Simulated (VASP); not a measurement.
Bi: electric field gradients with PBE

The system is Bi.

```
Bi
1.0
     2.27300    1.31232    3.91446
    -2.27300    1.31232    3.91446
     0.00000   -2.62463    3.91446
Bi
2
Cartesian
  0.0000 0.0000 2.7467
  0.0000 0.0000 8.9967
```

This cell differs from its parent crystal: zz strain of -1 %.

```yaml
Program: VASP 6.6.1
Task: electric field gradients
Functional: PBE
Potentials_or_basis: VASP PAW PBE potentials, release 64 (Bi_d)
Cutoff: 400 eV
k_mesh: 11 × 11 × 11
Occupations: fermi-dirac, width 0.03 eV
Spin: no spin polarisation
Dipole_correction: no
Further_INCAR_settings: ALGO = Normal; EDIFF = 1e-08; NBANDS = 22
```

```
Pressure                                : 2.1 GPa
Largest force                           : 0.258 eV/Å
Band gap on the k mesh                  : zero (bands 15 and 16 overlap by 0.04 eV)
Largest electric field gradient by atom : Bi -41.0 V/Å²
```

Forces in eV/Å, atoms in the order of the input:
```
Bi   0.000  0.000  0.258
Bi   0.000  0.000 -0.258
```

Stress tensor (GPa, compression positive):
```
2.05 0.00 0.00
0.00 2.05 0.00
0.00 0.00 2.35
```

Levels at points of the mesh, in eV from the Fermi level:
| k point | band 11 | band 12 | band 13 | band 14 | band 15 | band 16 | band 17 | band 18 | band 19 | band 20 |
| --- | --- | --- | --- | --- | --- | --- | --- | --- | --- | --- |
| (0.00, 0.00, 0.00) | -13.09 | -7.40 | -1.39 | -1.22 | -1.22 | 2.53 | 3.02 | 3.02 | 5.73 | 5.79 |

Electric field gradients, principal values (V/Å²):
| atom | least | middle | greatest (by size) |
| --- | --- | --- | --- |
| 1 Bi | 20.501 | 20.501 | -41.001 |
| 2 Bi | 20.501 | 20.501 | -41.001 |

Run time: 4.3 min on 1 thread of Intel Xeon 8259CL (shared host), peak memory 0.25 GiB.

Caveat: the cell differs from its parent crystal (zz strain of -1 %); without QUAD_EFG the Cq values of the log hold for a quadrupole moment of 1 mb, not for the nuclei; spin-orbit coupling is left out, which moves the levels of the heavy elements.
